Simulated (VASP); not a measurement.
C (a cell with a defect), 33 atoms in the cell. The cell holds a defect, 33 atoms: a = 6.522 Å, b = 6.522 Å, c = 6.799 Å, α = 90.00°, β = 90.00°, γ = 98.24°.  This cell differs from its parent crystal: with an interstitial atom, then relaxed in part.

* Program: VASP 6.6.1
* Task: single point
* Functional: PBE
* Dispersion: D3(BJ)
* Potentials or basis: VASP PAW PBE potentials, release 64 (C)
* Cutoff: 520 eV
* k mesh: 4 × 4 × 4, shifted
* Occupations: gaussian, width 0.1 eV
* Spin: no spin polarisation
* Dipole correction: no
* Further INCAR settings: LREAL = Auto; ALGO = Normal; EDIFF = 1e-06; NBANDS = 88

Potentials or basis: VASP PAW PBE potentials, release 64 (C).

Run with:

```console
$ cat potpaw_PBE.64/C/POTCAR > POTCAR
$ mpirun -np 1 vasp_std > vasp.out
```

Hardware: 1 thread of Intel(R) Xeon(R) 6975P-C (Granite Rapids) (shared host).

**Question.** Estimate the wall time of this run.

**Answer.** Run time: 11 min on 1 thread of Intel(R) Xeon(R) 6975P-C (Granite Rapids), on a shared host, peak memory 0.63 GiB. Counts: scf iterations 15, k points 32.
